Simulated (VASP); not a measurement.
# Sn (I4_1/amd) in VASP: single point with PBE

Aim: the single point of Sn with PBE.

Program: VASP 6.6.1. These are calculated values, not measurements. Logs are shortened: lines on timing, memory, paths and dates and some standing lists are left out, and cuts for length are marked.

### Step 1. The cell of the first run

The structure is tetragonal, space group I4_1/amd (No. 141). Conventional cell: a = 5.874 Å, b = 5.874 Å, c = 3.205 Å, α = 90.00°, β = 90.00°, γ = 90.00°. Sn (site symmetry -4m2) has 10 Sn at 3.04 to 3.80 Å within 4.0 Å.

### Step 2. Single point, PBE

The input, POSCAR:

```
Sn
1.0
   -2.9371782500      2.9371782500      1.6026237200
    2.9371782500     -2.9371782500      1.6026237200
    2.9371782500      2.9371782500     -1.6026237200
Sn
2
Direct
    0.1250000000      0.8750000000      0.2500000000
    0.8750000000      0.1250000000      0.7500000000
```

The input, INCAR.step1:

```
  ALGO = Normal
  EDIFF = 1E-6
  ENCUT = 520
  GGA = PE
  ISIF = 2
  ISMEAR = 0
  LASPH = True
  LCHARG = True
  LREAL = False
  LWAVE = False
  NBANDS = 21
  NELM = 100
  PREC = Accurate
  SIGMA = 0.2033
```

The input, KPOINTS.step1:

```
k-points
0
Gamma
  12 12 12
```

The input, INCAR.step2:

```
  ALGO = Normal
  EDIFF = 1E-6
  ENCUT = 520
  GGA = PE
  ICHARG = 11
  ISIF = 2
  ISMEAR = -5
  LASPH = True
  LCHARG = False
  LORBIT = 10
  LREAL = False
  LWAVE = False
  NBANDS = 21
  NEDOS = 2001
  NELM = 100
  PREC = Accurate
  SIGMA = 0.2033
```

The input, KPOINTS.step2:

```
k-points
0
Gamma
  18 18 18
```

Potentials or basis: VASP PAW PBE potentials, release 64 (Sn_d).

Run with:

```console
> cat potpaw_PBE.64/Sn_d/POTCAR > POTCAR
> cp INCAR.step1 INCAR
> cp KPOINTS.step1 KPOINTS
> mpirun -np 1 vasp_std > vasp.out
> cp INCAR.step2 INCAR
> cp KPOINTS.step2 KPOINTS
> mpirun -np 1 vasp_std > vasp.out
```

OUTCAR:

```text
EDIFF = 1E-6
   ENCUT = 520
   GGA = PE
   ICHARG = 11
   ISIF = 2
   ISMEAR = -5
   LASPH = True
   LORBIT = 10
   LREAL = False
   NELM = 100
   PREC = Accurate

 ion  position               nearest neighbor table
   1  0.125  0.875  0.250-   2 3.04   2 3.04   2 3.04   2 3.04
   2  0.875  0.125  0.750-   1 3.04   1 3.04   1 3.04   1 3.04

  LATTYP: Found a body centered tetragonal cell.
 ALAT       =     5.8743565000
 C/A-ratio  =     0.5456337967

  Lattice vectors:

 A1 = (  -2.9371782500,   2.9371782500,   1.6026237200)
 A2 = (   2.9371782500,  -2.9371782500,   1.6026237200)
 A3 = (   2.9371782500,   2.9371782500,  -1.6026237200)

Analysis of symmetry for initial positions (statically):
=====================================================================
 Subroutine PRICEL returns:
 Original cell was already a primitive cell.

 Routine SETGRP: Setting up the symmetry group for a
 body centered tetragonal supercell.

 Subroutine GETGRP returns: Found 16 space group operations
 (whereof  4 operations were pure point group operations)
 out of a pool of 16 trial point group operations.

The static configuration has the point symmetry C_2h.
 The point group associated with its full space group is D_4h.

Analysis of symmetry for dynamics (positions and initial velocities):
=====================================================================
 Subroutine PRICEL returns:
 Original cell was already a primitive cell.

 Routine SETGRP: Setting up the symmetry group for a
 body centered tetragonal supercell.

 Subroutine GETGRP returns: Found 16 space group operations
 (whereof  4 operations were pure point group operations)
 out of a pool of 16 trial point group operations.

The dynamic configuration has the point symmetry C_2h.
 The point group associated with its full space group is D_4h.

 Subroutine INISYM returns: Found 16 space group operations
 (whereof  4 operations are pure point group operations),
 and found     1 'primitive' translations

----------------------------------------------------------------------------------------

                                     Primitive cell

  volume of cell :      55.3034

  direct lattice vectors                    reciprocal lattice vectors
    -2.937178250  2.937178250  1.602623720     0.000000000  0.170231412  0.311988394
     2.937178250 -2.937178250  1.602623720     0.170231412  0.000000000  0.311988394
     2.937178250  2.937178250 -1.602623720     0.170231412  0.170231412  0.000000000

  length of vectors
[... 85 lines left out ...]
   LREAL  =      F    real-space projection
   EDIFFG = 0.1E-04   stopping-criterion for IOM
   NSW    =      0    number of steps for IOM
   IBRION =     -1    ionic relax: 0-MD 1-quasi-New 2-CG
   NFREE  =      0    steps in history (QN), initial steepest desc. (CG)
   ISIF   =      2    stress and relaxation
   ISYM   =      2    0-nonsym 1-usesym 2-fastsym
   POTIM  = 0.5000    time-step for ionic-motion
   TEBEG  =    0.0;   TEEND  =   0.0 temperature during run
   PSTRESS=    0.0 pullay stress
   NELECT =      28.0000    total number of electrons
   NUPDOWN=      -1.0000    fix difference up-down
   EMIN   =  10.00;   EMAX   =-10.00  energy-range for DOS
   EFERMI =   0.00;   METHOD = LEGACY
   ISMEAR =    -5;   SIGMA  =   0.20  broadening in eV -4-tet -1-fermi 0-gaus
   EFERMI_NEDOS =   21; number of points for ismear=-14 and -15
   IALGO  =     38    algorithm
   IMIX   =      4    mixing-type and parameters
     AMIX     =   0.40;   BMIX     =  1.00
     AMIX_MAG =   1.60;   BMIX_MAG =  1.00
  volume/ion in A,a.u.               =      27.65       186.60
  Fermi-wavevector in a.u.,A,eV,Ry     =   1.304799  2.465712 23.163907  1.702499
  Thomas-Fermi vector in A             =   2.435710
   LORBIT       =     10    0 simple, 1 ext, 2 COOP (PROOUT), +10 PAW based schemes
   GGA     = PE    functional components
   LHFCALC =     F    Hartree Fock is set to
   AEXX    =    0.0000 exact exchange contribution
   IVDW    =     0    specifies the selected vdW correction
   LEPSILON=     F    determine dielectric tensor
   LRPA    =     F    only Hartree local field effects (RPA)
 non-spin polarized calculation
 Fermi weights with tetrahedron method with Bloechl corrections
  energy-cutoff  :      520.00
  volume of cell :       55.30
 maximum number of plane-waves:      1506
 NGX is ok and might be reduce to    36

 number of electron      27.9999990 magnetization

 Free energy of the ion-electron system (eV)
  ---------------------------------------------------
  ext. energy  EPLUGINS =         0.00000000
  ---------------------------------------------------
  free energy    TOTEN  =        -7.60450703 eV

  energy without entropy =       -7.60450703  energy(sigma->0) =       -7.60450703

 E-fermi :   7.7429     XC(G=0): -10.2173

 val. band max:        7.8585226573   @ k =   0.4444   0.3333   0.1111
 cond. band min:       7.6303403296   @ k =  -0.3333  -0.3889   0.0556
 fundamental gap:     -0.2281823277
 Fermi energy:         7.7428646841

 k-point     1 :       0.0000    0.0000    0.0000
  band No.  band energies     occupation
      1     -13.8879      2.00000
      2     -13.8072      2.00000
      3     -13.7660      2.00000
      4     -13.7545      2.00000
      5     -13.6157      2.00000
      6     -13.6157      2.00000
[... 565 lines left out ...]
     20      16.0347      0.00000
     21      16.1789      0.00000

 [... further k-points ...]
[... 5 lines left out ...]
  --------------------------------------------------------------------------------------
  -------------------------------------------------------------------------------------
  Total        0.4742231      0.4742231      0.3754039     -0.0000000      0.0000000      0.0000000
  in kB       13.7385578     13.7385578     10.8756989     -0.0000000      0.0000000      0.0000000
  external PRESSURE =      12.7842715 kB  Pullay stress =       0.0000000 kB

 VOLUME and BASIS-vectors are now :
 -----------------------------------------------------------------------------
  energy-cutoff  :      520.00
  volume of cell :       55.30
      direct lattice vectors                 reciprocal lattice vectors
    -2.937178250  2.937178250  1.602623720     0.000000000  0.170231412  0.311988394
     2.937178250 -2.937178250  1.602623720     0.170231412  0.000000000  0.311988394
     2.937178250  2.937178250 -1.602623720     0.170231412  0.170231412  0.000000000

 POSITION                                       TOTAL-FORCE (eV/Angst)
 -----------------------------------------------------------------------------------
      2.93718     -1.46859      1.20197         0.000000     -0.000000     -0.000000
     -0.00000      4.40577      0.40066        -0.000000      0.000000      0.000000
 -----------------------------------------------------------------------------------
    total drift:                               -0.000000     -0.000000      0.000000

  FREE ENERGIE OF THE ION-ELECTRON SYSTEM (eV)
  ---------------------------------------------------
  free  energy   TOTEN  =        -7.6045070335 eV

  energy  without entropy=       -7.6045070335  energy(sigma->0) =       -7.60450703

 total charge

# of ion       s       p       d       tot
------------------------------------------
    1        1.237   1.001   9.973  12.211
    2        1.237   1.001   9.973  12.211
--------------------------------------------------
tot          2.474   2.002  19.946  24.422
```

OUTCAR.step1:

```text
EDIFF = 1E-6
   ENCUT = 520
   GGA = PE
   ISIF = 2
   ISMEAR = 0
[... 801 lines left out ...]
 -----------------------------------------------------------------------------------
      2.93718     -1.46859      1.20197         0.000000     -0.000000      0.000000
     -0.00000      4.40577      0.40066        -0.000000      0.000000     -0.000000
 -----------------------------------------------------------------------------------
    total drift:                               -0.000000     -0.000000      0.000000

  FREE ENERGIE OF THE ION-ELECTRON SYSTEM (eV)
  ---------------------------------------------------
  free  energy   TOTEN  =        -7.6159367037 eV

  energy  without entropy=       -7.5966241660  energy(sigma->0) =       -7.60628043
```

OSZICAR.step1:

```text
N       E                     dE             d eps       ncg     rms          rms(c)
DAV:   1     0.218751345696E+03    0.21875E+03   -0.14730E+04  6966   0.209E+03
DAV:   2     0.148272141667E+02   -0.20392E+03   -0.19958E+03  6861   0.448E+02
DAV:   3    -0.695733844956E+01   -0.21785E+02   -0.21618E+02  7988   0.132E+02
DAV:   4    -0.761207104706E+01   -0.65473E+00   -0.65439E+00  7764   0.257E+01
DAV:   5    -0.763461007815E+01   -0.22539E-01   -0.22539E-01  9338   0.465E+00    0.230E+00
DAV:   6    -0.761950749395E+01    0.15103E-01   -0.31043E-02  9291   0.241E+00    0.129E+00
DAV:   7    -0.761597399795E+01    0.35335E-02   -0.18969E-02  9285   0.192E+00    0.162E-01
DAV:   8    -0.761592856567E+01    0.45432E-04   -0.21864E-03  8483   0.614E-01    0.339E-02
DAV:   9    -0.761593767138E+01   -0.91057E-05   -0.70405E-05  9167   0.770E-02    0.143E-02
DAV:  10    -0.761593670369E+01    0.96769E-06   -0.71704E-06  8413   0.336E-02
   1 F= -.76159367E+01 E0= -.76062804E+01  d E =-.193125E-01
```

Run time: 12 min. Hardware: 1 thread of Intel Xeon 8259CL, shared host; peak memory 0.54 GiB.

What came out:

```yaml
Valence_electrons_inside_the_program's_atomic_spheres: Sn 12.21
```

Levels at points of the mesh, in eV from the Fermi level:
```
           k point  band 11  band 12  band 13  band 14  band 15  band 16  band 17  band 18
(0.00, 0.00, 0.00)   -10.99    -3.67    -1.92    -1.92     3.01     6.15     6.15     6.70
(0.50, 0.00, 0.00)    -6.89    -5.34    -2.32    -1.65    -1.11     2.27     2.81     4.60
(0.50, 0.50, 0.00)    -8.79    -8.79     0.61     0.61     1.56     1.56     5.92     5.92
(0.50, 0.50, 0.50)    -7.49    -7.49    -4.70    -4.70     4.95     4.95     9.23     9.23
```

Caveat: spin-orbit coupling is left out, which moves the levels of the heavy elements.
